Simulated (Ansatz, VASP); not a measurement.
**ZnS: VASP beside Ansatz**

```
CELL_PARAMETERS angstrom
3.98136 0.00000 0.00000
-1.99068 3.33136 0.00000
0.00000 0.00000 12.59023
ATOMIC_POSITIONS crystal
Zn 0.00000 0.00000 0.00005
Zn 0.00000 0.00000 0.50005
Zn 0.33333 0.66667 0.25002
Zn 0.66667 0.33333 0.75002
S 0.00000 0.00000 0.18729
S 0.00000 0.00000 0.68729
S 0.33333 0.66667 0.43764
S 0.66667 0.33333 0.93764
```

Change from the starting cell: strain +0.0350 x Voigt [1, 0, 0, 0, 0, 0], atoms carried along.

Alike in both runs: task single point; functional PBE; k mesh 12 × 12 × 2; occupations gaussian, width 0.05 eV; no spin polarisation.

|  | VASP | Ansatz |
| --- | --- | --- |
| version | VASP 6.6.1 | Ansatz 0.2.0 |
| potentials or method | VASP PAW PBE potentials, release 64 (Zn, S), cutoff 520 eV | scalar-relativistic, plane waves, PAW |
| valence electrons in the cell | 72 | 72 |

Ansatz gave:

- gap on the k mesh at the Fermi level (eV): 1.87
- least direct gap on the mesh (eV): 1.87
- pressure (GPa): -2.1
- traceless stress, the component that is largest in VASP (GPa): -2.14
- rms of the force components (eV/Å): 0.083

Q: Estimate VASP's values.

A: gap on the k mesh at the Fermi level (eV): 1.87; least direct gap on the mesh (eV): 1.87; pressure (GPa): -2.0; traceless stress, the component that is largest in VASP (GPa): -2.16; rms of the force components (eV/Å): 0.084.

Atom by atom the forces differ by 0.002 eV/Å (rms over components). With one functional, cell and mesh, what is left measures potentials, basis and numerics.
